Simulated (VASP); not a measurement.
# Ta (Im-3m) in VASP: notebook, part 2 of 2

VASP 6.6.1. Earlier steps stand in the parts before.

### 3 Electric field gradients, PBEsol (volume scaled by 0.98)

Contents of INCAR:

```
SYSTEM = Ta
PREC = Accurate
ENCUT = 520
EDIFF = 1E-8
ISMEAR = -1
SIGMA = 0.08
LREAL = .False.
LASPH = .True.
NELM = 100
ALGO = Normal
ISIF = 2
LWAVE = .False.
LCHARG = .False.
GGA = PS
LEFG = .True.
NBANDS = 12
```

Contents of KPOINTS:

```
Automatic mesh
0
Gamma
  17 17 17
  0 0 0
```

Contents of POSCAR:

```
Ta
1.0
   -1.6401972500      1.6401972500      1.6401972500
    1.6401972500     -1.6401972500      1.6401972500
    1.6401972500      1.6401972500     -1.6401972500
Ta
1
Direct
    0.0000000000      0.0000000000      0.0000000000
```

Potentials or basis: VASP PAW PBE potentials, release 64 (Ta_pv).

On the command line:

```console
$ cat potpaw_PBE.64/Ta_pv/POTCAR > POTCAR
$ mpirun -np 1 vasp_std > vasp.out
```

OUTCAR:

```text
SYSTEM = Ta
   PREC = Accurate
   ENCUT = 520
   EDIFF = 1E-8
   ISMEAR = -1
   LREAL = .False.
   LASPH = .True.
   NELM = 100
   ISIF = 2
   GGA = PS

 ion  position               nearest neighbor table
   1  0.000  0.000  0.000-

  LATTYP: Found a body centered cubic cell.
 ALAT       =     3.2803945000

  Lattice vectors:

 A1 = (  -1.6401972500,   1.6401972500,   1.6401972500)
 A2 = (   1.6401972500,  -1.6401972500,   1.6401972500)
 A3 = (   1.6401972500,   1.6401972500,  -1.6401972500)

Analysis of symmetry for initial positions (statically):
=====================================================================
 Subroutine PRICEL returns:
 Original cell was already a primitive cell.

 Routine SETGRP: Setting up the symmetry group for a
 body centered cubic supercell.

 Subroutine GETGRP returns: Found 48 space group operations
 (whereof 48 operations were pure point group operations)
[... 540 lines left out ...]

 VOLUME and BASIS-vectors are now :
 -----------------------------------------------------------------------------
  energy-cutoff  :      520.00
  volume of cell :       17.65
      direct lattice vectors                 reciprocal lattice vectors
    -1.640197250  1.640197250  1.640197250     0.000000000  0.304841384  0.304841384
     1.640197250 -1.640197250  1.640197250     0.304841384  0.000000000  0.304841384
     1.640197250  1.640197250 -1.640197250     0.304841384  0.304841384  0.000000000

 POSITION                                       TOTAL-FORCE (eV/Angst)
 -----------------------------------------------------------------------------------
      0.00000      0.00000      0.00000        -0.000000      0.000000     -0.000000
 -----------------------------------------------------------------------------------
    total drift:                                0.000000      0.000000     -0.000000

  FREE ENERGIE OF THE ION-ELECTRON SYSTEM (eV)
  ---------------------------------------------------
  free  energy   TOTEN  =       -12.5655158492 eV

  energy  without entropy=      -12.5385962525  energy(sigma->0) =      -12.55205605

 Electric field gradients (V/A^2)
---------------------------------------------------------------------
 ion       V_xx      V_yy      V_zz      V_xy      V_xz      V_yz
---------------------------------------------------------------------
   1       0.000     0.000    -0.000    -0.000    -0.000    -0.000
---------------------------------------------------------------------

 Electric field gradients after diagonalization (V/A^2)
 (convention: |V_zz| > |V_xx| > |V_yy|)
----------------------------------------------------------------------
 ion       V_xx      V_yy      V_zz     asymmetry (V_yy - V_xx)/ V_zz
----------------------------------------------------------------------
   1       0.000     0.000    -0.000       0.000
----------------------------------------------------------------------

           NMR quadrupolar parameters

 Cq : quadrupolar parameter    Cq=e*Q*V_zz/h
 eta: asymmetry parameters     (V_yy - V_xx)/ V_zz
 Q  : nuclear electric quadrupole moment in mb (millibarn)
----------------------------------------------------------------------
 ion       Cq(MHz)       eta       Q (mb)
----------------------------------------------------------------------
   1      -0.000       0.000       1.000
----------------------------------------------------------------------
```

stdout:

```text
POSCAR found type information on POSCAR Ta
 POSCAR found :  1 types and       1 ions
 scaLAPACK will be used
 -----------------------------------------------------------------------------
|                                                                             |
|                                                                             |
|     You enforced a specific xc type in the INCAR file but a different       |
|     I HOPE YOU KNOW WHAT YOU ARE DOING!                                     |
|                                                                             |
 -----------------------------------------------------------------------------

 LDA part: xc-table for (Slater+PW92), standard interpolation
 POSCAR, INCAR and KPOINTS ok, starting setup
 FFT: planning ... GRIDC
 FFT: planning ... GRID_SOFT
 FFT: planning ... GRID
 WAVECAR not read
 entering main loop
ion   1
```

Run time: 49 s. Hardware: 1 thread of AMD EPYC 7R13, shared host; peak memory 0.13 GiB.

What came out:

* Free energy: -12.5655 eV
* Pressure: 0.5 GPa

Caveat: without QUAD_EFG the Cq values of the log hold for a quadrupole moment of 1 mb, not for the nuclei; the PAW data sets were made with another functional, which shifts forces and pressure a little; spin-orbit coupling is left out, which moves the levels of the heavy elements.

### 4 Electric field gradients, PBEsol (volume scaled by 1.01)

Contents of INCAR:

```
SYSTEM = Ta
ALGO = Normal
EDIFF = 1E-8
ENCUT = 520
GGA = PS
ISIF = 2
ISMEAR = -1
LASPH = .TRUE.
LCHARG = .FALSE.
LEFG = .TRUE.
LREAL = .FALSE.
LWAVE = .FALSE.
NBANDS = 12
NELM = 60
PREC = Accurate
SIGMA = 0.08
```

Contents of KPOINTS:

```
k-points
0
G
  17 17 17
  0 0 0
```

Contents of POSCAR:

```
Ta
1.0
   -1.6567660204      1.6567660204      1.6567660204
    1.6567660204     -1.6567660204      1.6567660204
    1.6567660204      1.6567660204     -1.6567660204
Ta
1
Direct
    0.0000000000      0.0000000000      0.0000000000
```

Potentials or basis: VASP PAW PBE potentials, release 64 (Ta_pv).

On the command line:

```console
$ cat potpaw_PBE.64/Ta_pv/POTCAR > POTCAR
$ mpirun -np 1 vasp_std > vasp.out
```

OUTCAR:

```text
SYSTEM = Ta
   EDIFF = 1E-8
   ENCUT = 520
   GGA = PS
   ISIF = 2
   ISMEAR = -1
   LASPH = .TRUE.
   LREAL = .FALSE.
   NELM = 60
   PREC = Accurate

 ion  position               nearest neighbor table
   1  0.000  0.000  0.000-

  LATTYP: Found a body centered cubic cell.
 ALAT       =     3.3135320408

  Lattice vectors:

 A1 = (  -1.6567660204,   1.6567660204,   1.6567660204)
 A2 = (   1.6567660204,  -1.6567660204,   1.6567660204)
 A3 = (   1.6567660204,   1.6567660204,  -1.6567660204)

[... 564 lines left out ...]
    total drift:                               -0.000000      0.000000      0.000000

  FREE ENERGIE OF THE ION-ELECTRON SYSTEM (eV)
  ---------------------------------------------------
  free  energy   TOTEN  =       -12.5568909226 eV

  energy  without entropy=      -12.5290679788  energy(sigma->0) =      -12.54297945

 Electric field gradients (V/A^2)
---------------------------------------------------------------------
 ion       V_xx      V_yy      V_zz      V_xy      V_xz      V_yz
---------------------------------------------------------------------
   1       0.000    -0.000     0.000     0.000     0.000     0.000
---------------------------------------------------------------------

 Electric field gradients after diagonalization (V/A^2)
 (convention: |V_zz| > |V_xx| > |V_yy|)
----------------------------------------------------------------------
 ion       V_xx      V_yy      V_zz     asymmetry (V_yy - V_xx)/ V_zz
----------------------------------------------------------------------
   1      -0.000    -0.000     0.000       0.000
----------------------------------------------------------------------

           NMR quadrupolar parameters

 Cq : quadrupolar parameter    Cq=e*Q*V_zz/h
 eta: asymmetry parameters     (V_yy - V_xx)/ V_zz
 Q  : nuclear electric quadrupole moment in mb (millibarn)
----------------------------------------------------------------------
 ion       Cq(MHz)       eta       Q (mb)
----------------------------------------------------------------------
   1       0.000       0.000       1.000
----------------------------------------------------------------------
```

OSZICAR:

```text
N       E                     dE             d eps       ncg     rms          rms(c)
DAV:   1     0.592715048068E+02    0.59272E+02   -0.61080E+03  3960   0.871E+02
DAV:   2    -0.120614459978E+02   -0.71333E+02   -0.69539E+02  4448   0.243E+02
DAV:   3    -0.130749525954E+02   -0.10135E+01   -0.10051E+01  4708   0.272E+01
DAV:   4    -0.130777458434E+02   -0.27932E-02   -0.27931E-02  4376   0.158E+00
DAV:   5    -0.130777552026E+02   -0.93592E-05   -0.93594E-05  4744   0.877E-02    0.135E+01
DAV:   6    -0.126766706622E+02    0.40108E+00   -0.31691E-01  4700   0.595E+00    0.650E+00
DAV:   7    -0.125584128329E+02    0.11826E+00   -0.27530E-01  4568   0.509E+00    0.364E-01
DAV:   8    -0.125569383413E+02    0.14745E-02   -0.83272E-03  4364   0.765E-01    0.128E-01
DAV:   9    -0.125568945364E+02    0.43805E-04   -0.14557E-04  4520   0.125E-01    0.234E-02
DAV:  10    -0.125568910102E+02    0.35263E-05   -0.36599E-06  4468   0.203E-02    0.284E-03
DAV:  11    -0.125568909718E+02    0.38381E-07   -0.14665E-07  4424   0.419E-03    0.317E-04
DAV:  12    -0.125568909169E+02    0.54882E-07   -0.16503E-09  2916   0.458E-04    0.636E-05
DAV:  13    -0.125568909226E+02   -0.56807E-08   -0.24257E-10  2296   0.181E-04
   1 F= -.12556891E+02 E0= -.12542979E+02  d E =-.278229E-01
```

Run time: 48 s. Hardware: 1 thread of AMD EPYC 7R13, shared host; peak memory 0.14 GiB.

What came out:

* Free energy: -12.5569 eV
* Pressure: -5.6 GPa

Caveat: without QUAD_EFG the Cq values of the log hold for a quadrupole moment of 1 mb, not for the nuclei; the PAW data sets were made with another functional, which shifts forces and pressure a little; spin-orbit coupling is left out, which moves the levels of the heavy elements.

### 5 Electric field gradients, PBEsol (volume scaled by 1.01)

Contents of INCAR:

```
PREC = Accurate
ENCUT = 520
EDIFF = 1E-8
ISMEAR = -1
SIGMA = 0.08
LREAL = False
LASPH = True
NELM = 60
ALGO = Normal
ISIF = 2
LWAVE = False
LCHARG = False
GGA = PS
LEFG = True
NBANDS = 12
```

Contents of KPOINTS:

```
regular mesh
0
Gamma
  17 17 17
```

POSCAR is that of step 4.

Potentials or basis: VASP PAW PBE potentials, release 64 (Ta_pv).

On the command line:

```console
$ cat potpaw_PBE.64/Ta_pv/POTCAR > POTCAR
$ mpirun -np 1 vasp_std > vasp.out
```

OUTCAR:

```text
PREC = Accurate
   ENCUT = 520
   EDIFF = 1E-8
   ISMEAR = -1
   LREAL = False
   LASPH = True
   NELM = 60
   ISIF = 2
   GGA = PS

 ion  position               nearest neighbor table
   1  0.000  0.000  0.000-

  LATTYP: Found a body centered cubic cell.
 ALAT       =     3.3135320408

  Lattice vectors:

 A1 = (  -1.6567660204,   1.6567660204,   1.6567660204)
 A2 = (   1.6567660204,  -1.6567660204,   1.6567660204)
 A3 = (   1.6567660204,   1.6567660204,  -1.6567660204)

Analysis of symmetry for initial positions (statically):
=====================================================================
 Subroutine PRICEL returns:
 Original cell was already a primitive cell.

 Routine SETGRP: Setting up the symmetry group for a
 body centered cubic supercell.

 Subroutine GETGRP returns: Found 48 space group operations
 (whereof 48 operations were pure point group operations)
 out of a pool of 48 trial point group operations.

The static configuration has the point symmetry O_h .

Analysis of symmetry for dynamics (positions and initial velocities):
=====================================================================
 Subroutine PRICEL returns:
 Original cell was already a primitive cell.

 Routine SETGRP: Setting up the symmetry group for a
 body centered cubic supercell.

 Subroutine GETGRP returns: Found 48 space group operations
 (whereof 48 operations were pure point group operations)
 out of a pool of 48 trial point group operations.

The dynamic configuration has the point symmetry O_h .

 Subroutine INISYM returns: Found 48 space group operations
 (whereof 48 operations are pure point group operations),
 and found     1 'primitive' translations

----------------------------------------------------------------------------------------

                                     Primitive cell

  volume of cell :      18.1905

  direct lattice vectors                    reciprocal lattice vectors
    -1.656766020  1.656766020  1.656766020     0.000000000  0.301792766  0.301792766
     1.656766020 -1.656766020  1.656766020     0.301792766  0.000000000  0.301792766
     1.656766020  1.656766020 -1.656766020     0.301792766  0.301792766  0.000000000

  length of vectors
     2.869602924  2.869602924  2.869602924     0.426799423  0.426799423  0.426799423

  position of ions in fractional coordinates (direct lattice)
     0.000000000  0.000000000  0.000000000

  ion indices of the primitive-cell ions
   primitive index   ion index
                 1           1

----------------------------------------------------------------------------------------

 KPOINTS: regular mesh

Automatic generation of k-mesh.
 Grid dimensions read from file:
 generate k-points for:   17   17   17

 Generating k-lattice:

[... 64 lines left out ...]
   NSW    =      0    number of steps for IOM
   IBRION =     -1    ionic relax: 0-MD 1-quasi-New 2-CG
   NFREE  =      0    steps in history (QN), initial steepest desc. (CG)
   ISIF   =      2    stress and relaxation
   ISYM   =      2    0-nonsym 1-usesym 2-fastsym
   POTIM  = 0.5000    time-step for ionic-motion
   TEBEG  =    0.0;   TEEND  =   0.0 temperature during run
   PSTRESS=    0.0 pullay stress
   NELECT =      11.0000    total number of electrons
   NUPDOWN=      -1.0000    fix difference up-down
   EMIN   =  10.00;   EMAX   =-10.00  energy-range for DOS
   EFERMI =   0.00;   METHOD = LEGACY
   ISMEAR =    -1;   SIGMA  =   0.08  broadening in eV -4-tet -1-fermi 0-gaus
   EFERMI_NEDOS =   21; number of points for ismear=-14 and -15
   IALGO  =     38    algorithm
   IMIX   =      4    mixing-type and parameters
     AMIX     =   0.40;   BMIX     =  1.00
     AMIX_MAG =   1.60;   BMIX_MAG =  1.00
  volume/ion in A,a.u.               =      18.19       122.76
  Fermi-wavevector in a.u.,A,eV,Ry     =   1.384388  2.616114 26.075982  1.916531
  Thomas-Fermi vector in A             =   2.508897
   LORBIT       =      0    0 simple, 1 ext, 2 COOP (PROOUT), +10 PAW based schemes
   GGA     = PS    functional components
   LHFCALC =     F    Hartree Fock is set to
   AEXX    =    0.0000 exact exchange contribution
   IVDW    =     0    specifies the selected vdW correction
   LEPSILON=     F    determine dielectric tensor
   LRPA    =     F    only Hartree local field effects (RPA)
 non-spin polarized calculation
  energy-cutoff  :      520.00
  volume of cell :       18.19
 maximum number of plane-waves:       499
 NGX is ok and might be reduce to    24
   NGX = 11   NGY = 11   NGZ = 11

 number of electron      11.0000001 magnetization

 Free energy of the ion-electron system (eV)
  ---------------------------------------------------
  ext. energy  EPLUGINS =         0.00000000
  ---------------------------------------------------
  free energy    TOTEN  =       -12.55689092 eV

  energy without entropy =      -12.52906798  energy(sigma->0) =      -12.54297945

 E-fermi :   5.2440     XC(G=0): -12.6778

 val. band max:        5.2390319454   @ k =  -0.4706  -0.4706   0.1765
 cond. band min:       5.2637798590   @ k =  -0.2941   0.4118   0.1176
 fundamental gap:      0.0247479135
 Fermi energy:         5.2439698690

 k-point     1 :       0.0000    0.0000    0.0000
  band No.  band energies     occupation
      1     -27.8232      2.00000
      2     -27.8232      2.00000
      3     -27.8232      2.00000
      4      -2.6493      2.00000
      5       5.9617      0.00025
      6       5.9617      0.00025
      7       5.9617      0.00025
      8       9.1963      0.00000
      9       9.1963      0.00000
     10      19.8687      0.00000
     11      20.2359      0.00000
     12      20.2359      0.00000
[... 331 lines left out ...]
 k-point    24 :       0.1765    0.1765    0.0000
  band No.  band energies     occupation
      1     -28.5620      2.00000
      2     -28.0683      2.00000
      3     -27.8995      2.00000
      4       0.5891      2.00000
      5       4.3953      1.99995
      6       4.6595      1.99866
      7       8.2481      0.00000
      8       9.8697      0.00000
      9      10.0279      0.00000
     10      19.6898      0.00000
     11      19.9614      0.00000
     12      21.9099      0.00000

 [... further k-points ...]
[... 5 lines left out ...]
  --------------------------------------------------------------------------------------
  -------------------------------------------------------------------------------------
  Total       -0.6304016     -0.6304016     -0.6304016      0.0000000     -0.0000000      0.0000000
  in kB      -55.5244613    -55.5244613    -55.5244613      0.0000000     -0.0000000      0.0000000
  external PRESSURE =     -55.5244613 kB  Pullay stress =       0.0000000 kB

 VOLUME and BASIS-vectors are now :
 -----------------------------------------------------------------------------
  energy-cutoff  :      520.00
  volume of cell :       18.19
      direct lattice vectors                 reciprocal lattice vectors
    -1.656766020  1.656766020  1.656766020     0.000000000  0.301792766  0.301792766
     1.656766020 -1.656766020  1.656766020     0.301792766  0.000000000  0.301792766
     1.656766020  1.656766020 -1.656766020     0.301792766  0.301792766  0.000000000

 POSITION                                       TOTAL-FORCE (eV/Angst)
 -----------------------------------------------------------------------------------
      0.00000      0.00000      0.00000        -0.000000     -0.000000      0.000000
 -----------------------------------------------------------------------------------
    total drift:                               -0.000000      0.000000      0.000000

  FREE ENERGIE OF THE ION-ELECTRON SYSTEM (eV)
  ---------------------------------------------------
  free  energy   TOTEN  =       -12.5568909226 eV

  energy  without entropy=      -12.5290679788  energy(sigma->0) =      -12.54297945

 Electric field gradients (V/A^2)
---------------------------------------------------------------------
 ion       V_xx      V_yy      V_zz      V_xy      V_xz      V_yz
---------------------------------------------------------------------
   1       0.000    -0.000     0.000     0.000     0.000     0.000
---------------------------------------------------------------------

 Electric field gradients after diagonalization (V/A^2)
 (convention: |V_zz| > |V_xx| > |V_yy|)
----------------------------------------------------------------------
 ion       V_xx      V_yy      V_zz     asymmetry (V_yy - V_xx)/ V_zz
----------------------------------------------------------------------
   1      -0.000    -0.000     0.000       0.000
----------------------------------------------------------------------

           NMR quadrupolar parameters

 Cq : quadrupolar parameter    Cq=e*Q*V_zz/h
 eta: asymmetry parameters     (V_yy - V_xx)/ V_zz
 Q  : nuclear electric quadrupole moment in mb (millibarn)
----------------------------------------------------------------------
 ion       Cq(MHz)       eta       Q (mb)
----------------------------------------------------------------------
   1       0.000       0.000       1.000
----------------------------------------------------------------------
```

It took 46 s on 1 thread of AMD EPYC 7R13, shared host; peak memory 0.14 GiB.

Results:

| Item | Value |
| --- | --- |
| Free energy | -12.5569 eV |
| Pressure | -5.6 GPa |

Caveat: without QUAD_EFG the Cq values of the log hold for a quadrupole moment of 1 mb, not for the nuclei; the PAW data sets were made with another functional, which shifts forces and pressure a little; spin-orbit coupling is left out, which moves the levels of the heavy elements.

### 6 The runs side by side

```csv
cell,gap on the mesh (eV),pressure (GPa)
"a = 2.851 Å, angles 109.5°, 1 atom",none,-1.6
"a = 2.841 Å, angles 109.5°, 1 atom",none,0.5
"a = 2.870 Å, angles 109.5°, 1 atom",none,-5.6
```

Alike in all rows: task electric field gradients; level PBEsol; potentials or basis VASP PAW PBE potentials, release 64 (Ta_pv); no spin polarisation; k mesh 17 × 17 × 17; cutoff (eV) 520; smearing fermi-dirac 0.08 eV.

Caveats: the PAW data sets were made with another functional, which shifts forces and pressure a little; spin-orbit coupling is left out, which moves the levels of the heavy elements.

Total energies depend on the potentials used, so only differences within one code and one set of settings carry meaning.
